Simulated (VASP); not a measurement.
A run of VASP 6.6.1:

Contents of INCAR:

```
SYSTEM = Sn
PREC = Accurate
ENCUT = 520
EDIFF = 1E-6
ISMEAR = 0
SIGMA = 0.15
LREAL = .False.
LASPH = .True.
NELM = 80
ALGO = Fast
ISIF = 2
LWAVE = .False.
LCHARG = .False.
GGA = PE
IVDW = 12
NBANDS = 13
```

Contents of KPOINTS:

```
regular mesh
0
Gamma
  24 24 24
  0 0 0
```

Contents of POSCAR:

```
Sn
1.0
   -1.7544065426      1.7546136963      2.0699536621
    1.7544065426     -1.7546136963      2.0699536621
    1.7544065426      1.7546136963     -2.0699536621
Sn
1
Direct
    0.0000000000      0.0000000000      0.0000000000
```

Potentials or basis: VASP PAW PBE potentials, release 64 (Sn_d).

The run is started by

```console
$ cat potpaw_PBE.64/Sn_d/POTCAR > POTCAR
$ mpirun -np 1 vasp_std > vasp.out
```

Hardware: 1 thread of Intel(R) Xeon(R) 6975P-C (Granite Rapids) (shared host).

Problem. Estimate the wall time of this run.

Solution. Run time: 5.1 min on 1 thread of Intel(R) Xeon(R) 6975P-C (Granite Rapids), with other jobs on the host, peak memory 0.66 GiB. Counts: scf iterations 12, k points 1963.
